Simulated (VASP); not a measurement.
# Si (Im-3m) in VASP: notebook, part 2 of 2

VASP 6.6.1.

## Step 4: Single point, PBE

This run uses another cell than the first one, of 14.37 Å³/atom.

Input file INCAR:

```
SYSTEM = Si
PREC     = Accurate       ! precision mode
ENCUT    = 500            ! plane-wave cutoff, eV
EDIFF    = 1E-6           ! SCF threshold, eV
ISMEAR   = -1             ! smearing method
SIGMA    = 0.06122561905347299 ! smearing width, eV
LREAL    = .False.        ! projectors in reciprocal space
LASPH    = .True.         ! aspherical terms in the spheres
NELM     = 120            ! most SCF steps
ALGO     = Normal         ! electronic algorithm
ISIF     = 2              ! what is computed and relaxed
LWAVE    = .False.        ! write WAVECAR
LCHARG   = .True.         ! write CHGCAR
GGA      = PE             ! functional
LELF     = .True.         ! ELF
LVHAR    = .True.       
NBANDS   = 8              ! bands
GGA_COMPAT= .False.
```

Input file KPOINTS:

```
Automatic mesh
0
Gamma
  50 50 50
  0 0 0
```

Input file POSCAR:

```
Si
1.0
   -1.5316890442      1.5316890442      1.5316890442
    1.5316890442     -1.5316890442      1.5316890442
    1.5316890442      1.5316890442     -1.5316890442
Si
1
Direct
    0.0000000000      0.0000000000      0.0000000000
```

Potentials or basis: VASP PAW PBE potentials, release 64 (Si).

Command:

```sh
$ cat potpaw_PBE.64/Si/POTCAR > POTCAR
$ mpirun -np 1 vasp_std > vasp.out
```

OUTCAR:

```text
SYSTEM = Si
   PREC = Accurate
   ENCUT = 500
   EDIFF = 1E-6
   ISMEAR = -1
   LREAL = .False.
   LASPH = .True.
   NELM = 120
   ISIF = 2
   GGA = PE

 ion  position               nearest neighbor table
   1  0.000  0.000  0.000-

  LATTYP: Found a body centered cubic cell.
 ALAT       =     3.0633780884

  Lattice vectors:

 A1 = (  -1.5316890442,   1.5316890442,   1.5316890442)
 A2 = (   1.5316890442,  -1.5316890442,   1.5316890442)
 A3 = (   1.5316890442,   1.5316890442,  -1.5316890442)

Analysis of symmetry for initial positions (statically):
=====================================================================
 Subroutine PRICEL returns:
 Original cell was already a primitive cell.

 Routine SETGRP: Setting up the symmetry group for a
 body centered cubic supercell.

 Subroutine GETGRP returns: Found 48 space group operations
 (whereof 48 operations were pure point group operations)
 out of a pool of 48 trial point group operations.

The static configuration has the point symmetry O_h .

Analysis of symmetry for dynamics (positions and initial velocities):
=====================================================================
 Subroutine PRICEL returns:
 Original cell was already a primitive cell.

 Routine SETGRP: Setting up the symmetry group for a
 body centered cubic supercell.

 Subroutine GETGRP returns: Found 48 space group operations
 (whereof 48 operations were pure point group operations)
 out of a pool of 48 trial point group operations.

The dynamic configuration has the point symmetry O_h .

 Subroutine INISYM returns: Found 48 space group operations
 (whereof 48 operations are pure point group operations),
 and found     1 'primitive' translations

----------------------------------------------------------------------------------------

[... 109 lines left out ...]
     AMIX     =   0.40;   BMIX     =  1.00
     AMIX_MAG =   1.60;   BMIX_MAG =  1.00
  volume/ion in A,a.u.               =      14.37        97.00
  Fermi-wavevector in a.u.,A,eV,Ry     =   1.068819  2.019775 15.542947  1.142374
  Thomas-Fermi vector in A             =   2.204479
   LORBIT       =      0    0 simple, 1 ext, 2 COOP (PROOUT), +10 PAW based schemes
   GGA     = PE    functional components
   LHFCALC =     F    Hartree Fock is set to
   AEXX    =    0.0000 exact exchange contribution
   IVDW    =     0    specifies the selected vdW correction
   LEPSILON=     F    determine dielectric tensor
   LRPA    =     F    only Hartree local field effects (RPA)
 non-spin polarized calculation
  energy-cutoff  :      500.00
  volume of cell :       14.37
 maximum number of plane-waves:       378
   NGX =  9   NGY =  9   NGZ =  9

 number of electron       4.0000000 magnetization

 Free energy of the ion-electron system (eV)
  ---------------------------------------------------
  ext. energy  EPLUGINS =         0.00000000
  ---------------------------------------------------
  free energy    TOTEN  =        -4.90316558 eV

  energy without entropy =       -4.89744978  energy(sigma->0) =       -4.90030768

 E-fermi :  10.1214     XC(G=0): -11.2228

 val. band max:       10.1169211072   @ k =  -0.4200   0.4400   0.3600
 cond. band min:      10.1238176644   @ k =  -0.3200   0.4200   0.2000
 fundamental gap:      0.0068965572
 Fermi energy:        10.1213880210

 k-point     1 :       0.0000    0.0000    0.0000
  band No.  band energies     occupation
      1      -4.2462      2.00000
      2      21.7510      0.00000
      3      21.7510      0.00000
      4      21.7510      0.00000
      5      22.7500      0.00000
      6      22.7500      0.00000
      7      22.7500      0.00000
      8      26.4815      0.00000
[... 243 lines left out ...]
 k-point    24 :       0.4600    0.0000    0.0000
  band No.  band energies     occupation
      1       2.2031      2.00000
      2       4.6154      2.00000
      3      15.7542      0.00000
      4      17.8013      0.00000
      5      18.3983      0.00000
      6      20.1522      0.00000
      7      30.2327      0.00000
      8      30.9681      0.00000

 [... further k-points ...]

------------------------ aborting loop because EDIFF is reached ----------------------------------------

  FORCE on cell =-STRESS in cart. coord.  units (eV):
  Direction    XX          YY          ZZ          XY          YZ          ZX
  --------------------------------------------------------------------------------------
  -------------------------------------------------------------------------------------
  Total        0.1553835      0.1553835      0.1553835     -0.0000000     -0.0000000     -0.0000000
  in kB       17.3198325     17.3198325     17.3198325     -0.0000000     -0.0000000     -0.0000000
  external PRESSURE =      17.3198325 kB  Pullay stress =       0.0000000 kB

 VOLUME and BASIS-vectors are now :
 -----------------------------------------------------------------------------
  energy-cutoff  :      500.00
  volume of cell :       14.37
      direct lattice vectors                 reciprocal lattice vectors
    -1.531689044  1.531689044  1.531689044     0.000000000  0.326437015  0.326437015
     1.531689044 -1.531689044  1.531689044     0.326437015  0.000000000  0.326437015
     1.531689044  1.531689044 -1.531689044     0.326437015  0.326437015  0.000000000

 POSITION                                       TOTAL-FORCE (eV/Angst)
 -----------------------------------------------------------------------------------
      0.00000      0.00000      0.00000        -0.000000     -0.000000     -0.000000
 -----------------------------------------------------------------------------------
    total drift:                                0.000000      0.000000     -0.000000

  FREE ENERGIE OF THE ION-ELECTRON SYSTEM (eV)
  ---------------------------------------------------
  free  energy   TOTEN  =        -4.9031655789 eV

  energy  without entropy=       -4.8974497797  energy(sigma->0) =       -4.90030768
```

OSZICAR:

```text
N       E                     dE             d eps       ncg     rms          rms(c)
DAV:   1    -0.257747463858E+01   -0.25775E+01   -0.17906E+03 53784   0.370E+02
DAV:   2    -0.490763294785E+01   -0.23302E+01   -0.22007E+01 74304   0.291E+01
DAV:   3    -0.492027648148E+01   -0.12644E-01   -0.12632E-01 55328   0.223E+00
DAV:   4    -0.492028877128E+01   -0.12290E-04   -0.12289E-04 80232   0.751E-02
DAV:   5    -0.492028877274E+01   -0.14658E-08   -0.29419E-08 56112   0.702E-04    0.266E+00
DAV:   6    -0.490937355508E+01    0.10915E-01   -0.37356E-03 52232   0.270E-01    0.147E+00
DAV:   7    -0.490318212008E+01    0.61914E-02   -0.74702E-03 53960   0.381E-01    0.133E-01
DAV:   8    -0.490316495252E+01    0.17168E-04   -0.36942E-05 74184   0.473E-02    0.121E-02
DAV:   9    -0.490316557891E+01   -0.62638E-06   -0.44564E-07 56760   0.386E-03
   1 F= -.49031656E+01 E0= -.49003077E+01  d E =-.571580E-02
```

stdout:

```text
POSCAR found type information on POSCAR Si
 POSCAR found :  1 types and       1 ions
 scaLAPACK will be used
 LDA part: xc-table for (Slater+PW92), standard interpolation
 POSCAR, INCAR and KPOINTS ok, starting setup
 FFT: planning ... GRIDC
 FFT: planning ... GRID_SOFT
 FFT: planning ... GRID
 WAVECAR not read
 entering main loop
```

It took 2.9 min on 1 thread of Intel Xeon 8259CL, shared host; peak memory 0.37 GiB.

Results:

```yaml
Free_energy: -4.9032 eV
Pressure: 1.7 GPa
Band_gap_on_the_k_mesh: zero (bands 2 and 3 overlap by 15.77 eV)
```

## Step 5: Overview

| cell | gap on the mesh (eV) | pressure (GPa) |
| --- | --- | --- |
| a = 2.616 Å, angles 109.5°, 1 atom | none | 6.3 |
| a = 2.635 Å, angles 109.5°, 1 atom | none | 3.9 |
| a = 2.653 Å, angles 109.5°, 1 atom | none | 1.7 |

Alike in all rows: task single point; level PBE; potentials or basis VASP PAW PBE potentials, release 64 (Si); no spin polarisation; k mesh 50 × 50 × 50; cutoff (eV) 500; smearing fermi-dirac 0.0612256 eV.

Caveats: the cell stands under pressure (at least some runs).

Absolute energies hang on the potentials; compare differences alone.
